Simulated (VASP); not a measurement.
# NaPt2BrO2 (P-3m1) in VASP: notebook, part 2 of 2

VASP 6.6.1. The steps go on from the part before.

### Step 3. Single point, PBE

This run uses another cell than the first one, of 14.89 Å³/atom, 1.005 times its volume.

Contents of INCAR:

```
ALGO = Normal
EDIFF = 1E-6
ENCUT = 600
GGA = PE
GGA_COMPAT = False
ISIF = 2
ISMEAR = 0
LASPH = True
LCHARG = False
LREAL = False
LWAVE = False
NBANDS = 32
NELM = 120
PREC = Accurate
SIGMA = 0.15
```

Contents of KPOINTS:

```
k-points
0
Gamma
  4 4 2
```

Contents of POSCAR:

```
NaPt2BrO2
1.0
    3.4862823661      0.0000000026      0.0000000000
   -1.7431411853      3.0192090925      0.0000000000
    0.0000000000      0.0000000000      8.4897706370
Na Pt Br O
1 2 1 2
Direct
    0.0000000000      0.0000000000      0.5000000000
    0.6666666667      0.3333333333      0.7889452069
    0.3333333333      0.6666666667      0.2110547931
    0.0000000000      0.0000000000      0.0000000000
    0.6666666667      0.3333333333      0.3223075607
    0.3333333333      0.6666666667      0.6776924393
```

Potentials or basis: VASP PAW PBE potentials, release 64 (Na_pv, Pt, Br, O).

Launch:

```console
> cat potpaw_PBE.64/Na_pv/POTCAR potpaw_PBE.64/Pt/POTCAR potpaw_PBE.64/Br/POTCAR potpaw_PBE.64/O/POTCAR > POTCAR
> mpirun -np 1 vasp_std > vasp.out
```

OUTCAR:

```text
EDIFF = 1E-6
   ENCUT = 600
   GGA = PE
   ISIF = 2
   ISMEAR = 0
   LASPH = True
   LREAL = False
   NELM = 120
   PREC = Accurate

 ion  position               nearest neighbor table
   1  0.000  0.000  0.500-
   2  0.667  0.333  0.789-   6 2.22   6 2.22   6 2.22   4 2.69   4 2.69   4 2.69
   3  0.333  0.667  0.211-   5 2.22   5 2.22   5 2.22   4 2.69   4 2.69   4 2.69
   4  0.000  0.000  0.000-   2 2.69   3 2.69   3 2.69   2 2.69   2 2.69   3 2.69
[... 470 lines left out ...]
  --------------------------------------------------------------------------------------
  -------------------------------------------------------------------------------------
  Total       -0.0343187     -0.0343187      0.2559417     -0.0000000      0.0000000      0.0000000
  in kB       -0.6153044     -0.6153044      4.5888081     -0.0000000      0.0000000      0.0000000
  external PRESSURE =       1.1193997 kB  Pullay stress =       0.0000000 kB

 VOLUME and BASIS-vectors are now :
 -----------------------------------------------------------------------------
  energy-cutoff  :      600.00
  volume of cell :       89.36
      direct lattice vectors                 reciprocal lattice vectors
     3.486282366  0.000000003  0.000000000     0.286838499  0.165606285  0.000000000
    -1.743141185  3.019209093  0.000000000    -0.000000000  0.331212569  0.000000000
     0.000000000  0.000000000  8.489770637     0.000000000  0.000000000  0.117788812

 POSITION                                       TOTAL-FORCE (eV/Angst)
 -----------------------------------------------------------------------------------
      0.00000      0.00000      4.24489        -0.000000      0.000000      0.000000
      1.74314      1.00640      6.69796         0.000000      0.000000      0.022916
     -0.00000      2.01281      1.79181        -0.000000     -0.000000     -0.022916
      0.00000      0.00000      0.00000        -0.000000      0.000000      0.000000
      1.74314      1.00640      2.73632         0.000000     -0.000000      0.009548
     -0.00000      2.01281      5.75345        -0.000000      0.000000     -0.009548
 -----------------------------------------------------------------------------------
    total drift:                                0.000000     -0.000000      0.000000

  FREE ENERGIE OF THE ION-ELECTRON SYSTEM (eV)
  ---------------------------------------------------
  free  energy   TOTEN  =       -25.8498811341 eV

  energy  without entropy=      -25.7379415699  energy(sigma->0) =      -25.79391135
```

OSZICAR:

```text
N       E                     dE             d eps       ncg     rms          rms(c)
DAV:   1     0.419639616891E+03    0.41964E+03   -0.24537E+04   512   0.168E+03
DAV:   2     0.104192303123E+02   -0.40922E+03   -0.37881E+03   528   0.422E+02
DAV:   3    -0.296105820774E+02   -0.40030E+02   -0.37636E+02   632   0.119E+02
DAV:   4    -0.307715313368E+02   -0.11609E+01   -0.11571E+01   560   0.212E+01
DAV:   5    -0.307900683902E+02   -0.18537E-01   -0.18531E-01   648   0.272E+00    0.224E+01
DAV:   6    -0.274394401056E+02    0.33506E+01   -0.20725E+01   664   0.376E+01    0.191E+01
DAV:   7    -0.259052019451E+02    0.15342E+01   -0.51277E+00   624   0.185E+01    0.115E+01
DAV:   8    -0.259462669362E+02   -0.41065E-01   -0.16770E+00   576   0.868E+00    0.192E+00
DAV:   9    -0.258667012888E+02    0.79566E-01   -0.13540E-01   576   0.291E+00    0.781E-01
DAV:  10    -0.258499292778E+02    0.16772E-01   -0.45284E-02   592   0.134E+00    0.204E-01
DAV:  11    -0.258500126107E+02   -0.83333E-04   -0.36665E-03   552   0.357E-01    0.146E-01
DAV:  12    -0.258499314073E+02    0.81203E-04   -0.18350E-04   608   0.809E-02    0.830E-02
DAV:  13    -0.258498855196E+02    0.45888E-04   -0.11308E-04   616   0.698E-02    0.214E-02
DAV:  14    -0.258498812276E+02    0.42921E-05   -0.17549E-05   664   0.244E-02    0.641E-03
DAV:  15    -0.258498811341E+02    0.93482E-07   -0.27264E-06   512   0.846E-03
   1 F= -.25849881E+02 E0= -.25793911E+02  d E =-.111940E+00
```

It took 70 s on 1 thread of Intel Xeon 8259CL, shared host; peak memory 0.24 GiB.

What came out:

* Free energy: -25.8499 eV
* Pressure: 0.1 GPa
* Largest force: 0.023 eV/Å
* Band gap on the k mesh: zero (band 23 reaches 5.91 eV, above the bottom of band 24 at 5.76 eV)

Forces in eV/Å, atoms in the order of the input:
```
Na   0.000  0.000  0.000
Pt   0.000  0.000  0.023
Pt   0.000  0.000 -0.023
Br   0.000  0.000  0.000
O    0.000  0.000  0.010
O    0.000  0.000 -0.010
```

Levels at points of the mesh, in eV from the Fermi level:
| k point | band 21 | band 22 | band 23 | band 24 | band 25 | band 26 |
| --- | --- | --- | --- | --- | --- | --- |
| (0.00, 0.00, 0.00) | -0.92 | -0.02 | 0.08 | 0.08 | 1.30 | 1.30 |
| (0.50, 0.00, 0.00) | -1.44 | -1.21 | -0.56 | 0.86 | 1.12 | 2.07 |
| (0.00, 0.00, 0.50) | -0.98 | 0.13 | 0.13 | 1.04 | 1.28 | 1.28 |
| (0.50, 0.00, 0.50) | -1.41 | -1.25 | -0.58 | 0.91 | 1.13 | 2.20 |

Caveat: the k points lie up to 0.52 Å⁻¹ apart; spin-orbit coupling is left out, which moves the levels of the heavy elements.
